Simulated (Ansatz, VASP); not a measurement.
## Ga2O3 in VASP and in Ansatz

```xyz
10
Lattice="2.5288 1.4600 4.5409 -2.5288 1.4600 4.5409 0.0000 -2.9200 4.5409" Properties=species:S:1:pos:R:3 pbc="T T T"
Ga    0.0000    0.0000    4.8476
Ga    0.0000    0.0000    1.9639
Ga    0.0000    0.0000    8.7753
Ga    0.0000    0.0000   11.6590
O    -0.9957    1.4600    7.9467
O    -0.7666   -1.5923    7.9467
O     1.7622    0.1323    7.9467
O     0.9957   -1.4600    5.6762
O     0.7666    1.5923    5.6762
O    -1.7622   -0.1323    5.6762
```

Alike in both runs: functional PBE; k mesh 6 × 6 × 6; occupations gaussian, width 0.02 eV; no spin polarisation.

Ansatz relaxed the structure, and its values are those at the end. VASP's run is a single point on that final structure, the one shown.

|  | VASP | Ansatz |
| --- | --- | --- |
| version | VASP 6.6.1 | Ansatz 0.2.0 |
| potentials or method | VASP PAW PBE potentials, release 64 (Ga_d, O), cutoff 520 eV | scalar-relativistic, plane waves, PAW |
| valence electrons in the cell | 88 | 88 |

```csv
,VASP,Ansatz,Ansatz less VASP
gap on the k mesh at the Fermi level (eV),2.39,2.40,+0.008
least direct gap on the mesh (eV),2.63,2.63,+0.008
pressure (GPa),0.9,0.0,-0.91
rms of the force components (eV/Å),0.004,0.000,-0.0040
```

With one functional, cell and mesh, what is left measures potentials, basis and numerics.
